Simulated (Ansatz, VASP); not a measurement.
**One calculation of HfO2, two programs**

The input INCAR:

```
PREC = Accurate
ENCUT = 520
EDIFF = 1E-6
ISMEAR = 0
SIGMA = 0.05
LREAL = False
LASPH = True
NELM = 80
ALGO = Normal
ISIF = 2
LWAVE = False
LCHARG = True
GGA = PE
LELF = True
LVHAR = True
NBANDS = 31
```

Contents of KPOINTS:

```
regular mesh
0
Gamma
  6 6 4
```

Contents of POSCAR:

```
HfO2
1.0
    3.6043048131      0.0000000000      0.0000000000
    0.0000000000      3.6043048131      0.0000000000
    0.0000000000      0.0000000000      5.2639671549
Hf O
2 4
Direct
    0.5000000000      0.4375746471      0.5854868556
    0.0000000000      0.0000000000      0.0000000000
    0.0000000000      0.5000000000      0.6932521152
    0.5000000000      0.0000000000      0.8067478848
    0.5000000000      0.0000000000      0.3067478848
    0.0000000000      0.5000000000      0.1932521152
```

Input for Ansatz:

```yaml
crystal:
  lattice:
    - [3.6043048131, 0.0, 0.0]
    - [0.0, 3.6043048131, 0.0]
    - [0.0, 0.0, 5.2639671549]
  atoms:
    - { symbol: Hf, position: [0.5, 0.4375746471, 0.5854868556] }
    - { symbol: Hf, position: [0.0, 0.0, 0.0] }
    - { symbol: O, position: [0.0, 0.5, 0.6932521152] }
    - { symbol: O, position: [0.5, 0.0, 0.8067478848] }
    - { symbol: O, position: [0.5, 0.0, 0.3067478848] }
    - { symbol: O, position: [0.0, 0.5, 0.1932521152] }
basis:
  ecutwfc: 420
kpoints:
  mp_grid: { grid: [6, 6, 4] }
hamiltonian:
  xc: pbe
scf:
  occupations: { method: gaussian, width: 0.05 }
output:
  forces: true
  stress: true
  eigenvalues: true
```

Alike in both runs: task single point; functional PBE; k mesh 6 × 6 × 4; occupations gaussian, width 0.05 eV; no spin polarisation.

```csv
,VASP,Ansatz
version,VASP 6.6.1,Ansatz 0.2.0
potentials or method,"VASP PAW PBE potentials, release 64 (Hf_pv, O), cutoff 520 eV","scalar-relativistic, plane waves, PAW"
valence electrons in the cell,44,76
```

|  | VASP | Ansatz | Ansatz less VASP |
| --- | --- | --- | --- |
| gap on the k mesh at the Fermi level (eV) | 2.75 | 2.80 | +0.050 |
| least direct gap on the mesh (eV) | 2.79 | 2.84 | +0.051 |
| pressure (GPa) | 10.3 | 13.2 | +2.91 |
| traceless stress, the component that is largest in VASP (GPa) | 23.15 | 23.33 | +0.183 |
| rms of the force components (eV/Å) | 2.722 | 2.740 | +0.0176 |

Atom by atom the forces differ by 0.042 eV/Å (rms over components). VASP's potentials hold 44 valence electrons a cell and Ansatz's 76, so a difference there can come from the potentials and not from the codes.

Spin-orbit coupling is off throughout.
